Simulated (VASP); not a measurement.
Input of a VASP 6.6.1 run:

File INCAR:

```
PREC = Accurate
ENCUT = 520
EDIFF = 1E-7
ISMEAR = 0
SIGMA = 0.02
LREAL = F
LASPH = T
NELM = 100
ALGO = Normal
ISIF = 2
LWAVE = F
LCHARG = F
GGA = PE
NBANDS = 26
```

KPOINTS

```
Automatic mesh
0
Gamma
  9 9 4
```

File POSCAR:

```
CdS
1.0
    4.1969733342      0.0000000000      0.0000000000
   -2.0984866671      3.6346855264      0.0000000000
    0.0000000000      0.0000000000      6.8314511238
Cd S
2 2
Direct
    0.6666666667      0.3333333333      0.5002641353
    0.3333333333      0.6666666667      0.0002641353
    0.6666666667      0.3333333333      0.8767358647
    0.3333333333      0.6666666667      0.3767358647
```

Potentials or basis: VASP PAW PBE potentials, release 64 (Cd, S).

Command:

```bash
$ cat potpaw_PBE.64/Cd/POTCAR potpaw_PBE.64/S/POTCAR > POTCAR
$ mpirun -np 1 vasp_std > vasp.out
```

Estimate the pressure.

0.3 GPa.

What does it give for the band gap on the k mesh?

1.11 eV, direct.
